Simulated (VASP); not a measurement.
Set up this calculation in VASP 6.6.1, as the native input.

| Item | Value |
| --- | --- |
| Task | single point |
| Functional | PBE |
| Potentials or basis | VASP PAW PBE potentials, release 64 (Al) |
| Cutoff | 520 eV |
| k mesh | 10 × 3 × 1 |
| Occupations | gaussian, width 0.1 eV |
| Spin | no spin polarisation |
| Dipole correction | yes |
| Further INCAR settings | ALGO = Fast; EDIFF = 1e-06; NBANDS = 24; ISYM = 0 |

The structure of Al lies in POSCAR:

```
Al
1.0
    2.8535431553      0.0000000000      0.0000000000
   -1.4267715776      9.7014842380      0.0000000000
    0.0000000000      0.0000000000     18.7794426547
Al
9
Direct
    0.5324432082      0.0648864163      0.3727480165
    0.6709612116      0.3419224231      0.4257696763
    0.2986648122      0.5973296244      0.4363740082
    0.9263684129      0.8527368258      0.4469783402
    0.0639544186      0.1277109169      0.5005544851
    0.1995835202      0.4042231294      0.5603607914
    0.8288001075      0.6596656514      0.5687042753
    0.4526153831      0.9110819252      0.5783446027
    0.5924854486      0.1814072004      0.6278338803
```

These files were run (other wordings do the same):

INCAR

```
SYSTEM = Al
PREC = Accurate
ENCUT = 520
EDIFF = 1E-6
ISMEAR = 0
SIGMA = 0.1
LREAL = .FALSE.
LASPH = .TRUE.
NELM = 80
ALGO = Fast
ISIF = 2
LWAVE = .FALSE.
LCHARG = .TRUE.
LDIPOL = .TRUE.
IDIPOL = 3
DIPOL = 0.5 0.5 0.502
GGA = PE
LELF = .TRUE.
LVHAR = .TRUE.
LVACPOTAV = .TRUE.
ISYM = 0
NBANDS = 24
```

KPOINTS

```
Automatic mesh
0
G
  10 3 1
  0 0 0
```

Potentials or basis: VASP PAW PBE potentials, release 64 (Al).

Launch:

```bash
$ cat potpaw_PBE.64/Al/POTCAR > POTCAR
$ mpirun -np 1 vasp_std > vasp.out
```

It gave:

The largest force is 0.160 eV/Å.

It took 7.6 min on 1 thread of Intel(R) Xeon(R) Platinum 8375C CPU @ 2.90GHz (Ice Lake) (shared host), peak memory 0.63 GiB.
